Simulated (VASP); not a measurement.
Write the native input for VASP 6.6.1 that does the following.

```yaml
Task: single point
Functional: PBE
Dispersion: D3(BJ)
Potentials_or_basis: VASP PAW PBE potentials, release 64 (Se, In_d)
Cutoff: 400 eV
k_mesh: 9 × 9 × 1
Occupations: gaussian, width 0.02 eV
Spin: no spin polarisation
Dipole_correction: yes
Further_INCAR_settings: ALGO = Normal; EDIFF = 1e-06; NBANDS = 27; NELMDL = -8
```

The structure of InSe lies in POSCAR:

```
InSe
1.0
    4.0266404765      0.0000000000      0.0000000000
   -2.0133202383      3.4871729445      0.0000000000
    0.0000000000      0.0000000000     36.7211901288
Se In
2 2
Direct
    0.0000000000      0.0000000000      0.4266561054
    0.0000000000      0.0000000000      0.5733161498
    0.6666666667      0.3333333333      0.4619360775
    0.6666666667      0.3333333333      0.5380362314
```

These files were run (other wordings do the same):

INCAR

```
SYSTEM = InSe
PREC = Accurate
ENCUT = 400
EDIFF = 1E-6
ISMEAR = 0
SIGMA = 0.02
LREAL = .FALSE.
LASPH = .TRUE.
NELM = 120
ALGO = Normal
ISIF = 2
LWAVE = .FALSE.
LCHARG = .FALSE.
LDIPOL = .TRUE.
IDIPOL = 3
DIPOL = 0.5 0.5 0.500
GGA = PE
IVDW = 12
NBANDS = 27
GGA_COMPAT = .FALSE.
NELMDL = -8
```

KPOINTS

```
Automatic mesh
0
G
  9 9 1
  0 0 0
```

Potentials or basis: VASP PAW PBE potentials, release 64 (Se, In_d).

Launch:

```bash
$ cat potpaw_PBE.64/Se/POTCAR potpaw_PBE.64/In_d/POTCAR > POTCAR
$ mpirun -np 1 vasp_std > vasp.out
```

Results of the run:

```
Largest force              : 0.015 eV/Å
Band gap on the k mesh     : 1.62 eV, indirect (least direct gap 1.69 eV)
Dispersion energy per atom : -0.221 eV
```

Caveat: spin-orbit coupling is left out, which moves the levels of the heavy elements.

Run time: 7.1 min on 1 thread of AMD EPYC 7R13, with other jobs on the host, peak memory 0.48 GiB.
